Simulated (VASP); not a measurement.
# Au (P6_3/mmc) in VASP: further runs, part 2 of 2

VASP 6.6.1. Earlier steps stand in the parts before.

### 4 Single point, PBEsol

This run uses another cell than the first one, of the same volume but with other edges.

INCAR reads:

```
SYSTEM = Au
PREC = Accurate ; ENCUT = 520
EDIFF = 1E-6 ; ISMEAR = 0
SIGMA = 0.15 ; LREAL = .False.
LASPH = .True. ; NELM = 80
ALGO = Fast ; ISIF = 2
LWAVE = .False. ; LCHARG = .True.
GGA = PS ; LELF = .True.
LVHAR = .True. ; NBANDS = 18
```

KPOINTS reads:

```
regular mesh
0
Gamma
  24 24 12
  0 0 0
```

POSCAR reads:

```
Au
1.0
    2.8532160618      0.0000000000      0.0000000000
   -1.4266080309      2.4709575920      0.0000000000
    0.0000000000      0.0000000000      5.0413403842
Au
2
Direct
    0.3333333333      0.6666666667      0.7500000000
    0.6666666667      0.3333333333      0.2500000000
```

Potentials or basis: VASP PAW PBE potentials, release 64 (Au).

The run is started by

```bash
> cat potpaw_PBE.64/Au/POTCAR > POTCAR
> mpirun -np 1 vasp_std > vasp.out
```

OUTCAR:

```text
SYSTEM = Au
   PREC = Accurate
   ENCUT = 520
   EDIFF = 1E-6
   ISMEAR = 0
   LREAL = .False.
   LASPH = .True.
   NELM = 80
   ISIF = 2
   GGA = PS

 ion  position               nearest neighbor table
   1  0.333  0.667  0.750-   2 3.01   2 3.01   2 3.01   2 3.01   2 3.01   2 3.01
   2  0.667  0.333  0.250-   1 3.01   1 3.01   1 3.01   1 3.01   1 3.01   1 3.01

  LATTYP: Found a hexagonal cell.
 ALAT       =     2.8532160618
 C/A-ratio  =     1.7668975202

  Lattice vectors:

 A1 = (   2.8532160618,   0.0000000000,   0.0000000000)
 A2 = (  -1.4266080309,   2.4709575920,   0.0000000000)
[... 676 lines left out ...]
      5       4.4778      2.00000
      6       4.5583      2.00000
[... 10 lines left out ...]
     17      19.7631      0.00000
     18      23.4923      0.00000

 [... further k-points ...]
[... 5 lines left out ...]
  --------------------------------------------------------------------------------------
  -------------------------------------------------------------------------------------
  Total       -1.0897184     -1.0897184     -1.7420468      0.0000000     -0.0000000      0.0000000
  in kB      -49.1223233    -49.1223233    -78.5279817      0.0000000     -0.0000000      0.0000000
  external PRESSURE =     -58.9242095 kB  Pullay stress =       0.0000000 kB

 VOLUME and BASIS-vectors are now :
 -----------------------------------------------------------------------------
  energy-cutoff  :      520.00
  volume of cell :       35.54
      direct lattice vectors                 reciprocal lattice vectors
     2.853216062  0.000000000  0.000000000     0.350481694  0.202350701  0.000000000
    -1.426608031  2.470957592  0.000000000     0.000000000  0.404701401  0.000000000
     0.000000000  0.000000000  5.041340384     0.000000000  0.000000000  0.198359945

 POSITION                                       TOTAL-FORCE (eV/Angst)
 -----------------------------------------------------------------------------------
     -0.00000      1.64731      3.78101         0.000000      0.000000      0.000000
      1.42661      0.82365      1.26034        -0.000000     -0.000000      0.000000
 -----------------------------------------------------------------------------------
    total drift:                               -0.000000      0.000000     -0.000000

  FREE ENERGIE OF THE ION-ELECTRON SYSTEM (eV)
  ---------------------------------------------------
  free  energy   TOTEN  =        -7.7918210286 eV

  energy  without entropy=       -7.7841597310  energy(sigma->0) =       -7.78799038
```

OSZICAR:

```text
N       E                     dE             d eps       ncg     rms          rms(c)
DAV:   1     0.121406124957E+03    0.12141E+03   -0.11678E+04 15396   0.118E+03
DAV:   2    -0.637626047663E+01   -0.12778E+03   -0.12171E+03 16272   0.259E+02
DAV:   3    -0.847316982666E+01   -0.20969E+01   -0.20849E+01 18074   0.334E+01
DAV:   4    -0.848234293718E+01   -0.91731E-02   -0.91719E-02 16862   0.232E+00
DAV:   5    -0.848242532228E+01   -0.82385E-04   -0.82385E-04 16988   0.236E-01    0.120E+01
RMM:   6    -0.783409133644E+01    0.64833E+00   -0.11746E+00 15377   0.803E+00    0.755E+00
RMM:   7    -0.779724309574E+01    0.36848E-01   -0.12907E-01 15851   0.283E+00    0.355E+00
RMM:   8    -0.779198865518E+01    0.52544E-02   -0.15819E-02 15993   0.963E-01    0.595E-01
RMM:   9    -0.779181773763E+01    0.17092E-03   -0.13462E-03 16915   0.276E-01    0.162E-01
RMM:  10    -0.779182987843E+01   -0.12141E-04   -0.18375E-04 17027   0.901E-02    0.148E-01
RMM:  11    -0.779182088918E+01    0.89892E-05   -0.33105E-05 16716   0.422E-02    0.174E-02
RMM:  12    -0.779182102862E+01   -0.13944E-06   -0.45587E-06 13892   0.142E-02
   1 F= -.77918210E+01 E0= -.77879904E+01  d E =-.766130E-02
```

stdout:

```text
POSCAR found type information on POSCAR Au
 POSCAR found :  1 types and       2 ions
 scaLAPACK will be used
 -----------------------------------------------------------------------------
|                                                                             |
|                                                                             |
|     You enforced a specific xc type in the INCAR file but a different       |
|     I HOPE YOU KNOW WHAT YOU ARE DOING!                                     |
|                                                                             |
 -----------------------------------------------------------------------------

 LDA part: xc-table for (Slater+PW92), standard interpolation
 POSCAR, INCAR and KPOINTS ok, starting setup
 FFT: planning ... GRIDC
 FFT: planning ... GRID_SOFT
 FFT: planning ... GRID
 WAVECAR not read
 entering main loop
```

It took 2.2 min on 1 thread of AMD EPYC 9R45 (Zen 5), shared host; peak memory 0.31 GiB.

What came out:

* Free energy: -7.7918 eV
* Pressure: -5.9 GPa
* Band gap on the k mesh: zero (bands 11 and 12 overlap by 6.70 eV)

Stress tensor (GPa, compression positive):
```
-4.91  0.00  0.00
 0.00 -4.91  0.00
 0.00  0.00 -7.85
```

Levels at points of the mesh, in eV from the Fermi level:
| k point | band 8 | band 9 | band 10 | band 11 | band 12 | band 13 | band 14 | band 15 |
| --- | --- | --- | --- | --- | --- | --- | --- | --- |
| (0.00, 0.00, 0.00) | -3.19 | -3.19 | -2.14 | -2.14 | -1.33 | 1.85 | 14.66 | 14.85 |
| (0.50, 0.00, 0.00) | -2.05 | -1.68 | -1.56 | 0.46 | 1.70 | 5.30 | 6.80 | 6.85 |
| (0.00, 0.00, 0.50) | -4.40 | -2.54 | -2.54 | -2.54 | -2.54 | 9.21 | 9.21 | 15.15 |
| (0.50, 0.00, 0.50) | -2.39 | -1.61 | -1.61 | 0.53 | 0.53 | 3.88 | 3.88 | 12.28 |

Caveat: the cell stands under tension; the PAW data sets were made with another functional, which shifts forces and pressure a little; spin-orbit coupling is left out, which moves the levels of the heavy elements.

### 5 Summary

| cell | further INCAR settings | gap on the mesh (eV) | pressure (GPa) |
| --- | --- | --- | --- |
| a = 2.809, b = 2.809, c = 5.200 Å, angles 90.0, 90.0, 120.0°, 2 atoms | ALGO = Fast; EDIFF = 1e-06; NBANDS = 18 | none | -4.2 |
| a = 2.940, b = 2.940, c = 4.749 Å, angles 90.0, 90.0, 120.0°, 2 atoms | ALGO = Fast; EDIFF = 1e-07; NBANDS = 18 | none | -6.6 |
| a = 2.853, b = 2.853, c = 5.041 Å, angles 90.0, 90.0, 120.0°, 2 atoms | ALGO = Fast; EDIFF = 1e-06; NBANDS = 18 | none | -5.9 |

Alike in all rows: task single point; level PBEsol; potentials or basis VASP PAW PBE potentials, release 64 (Au); no spin polarisation; k mesh 24 × 24 × 12; cutoff (eV) 520; smearing gaussian 0.15 eV.

Caveats: the cell stands under tension; the PAW data sets were made with another functional, which shifts forces and pressure a little; spin-orbit coupling is left out, which moves the levels of the heavy elements.

Absolute energies hang on the potentials; compare differences alone.
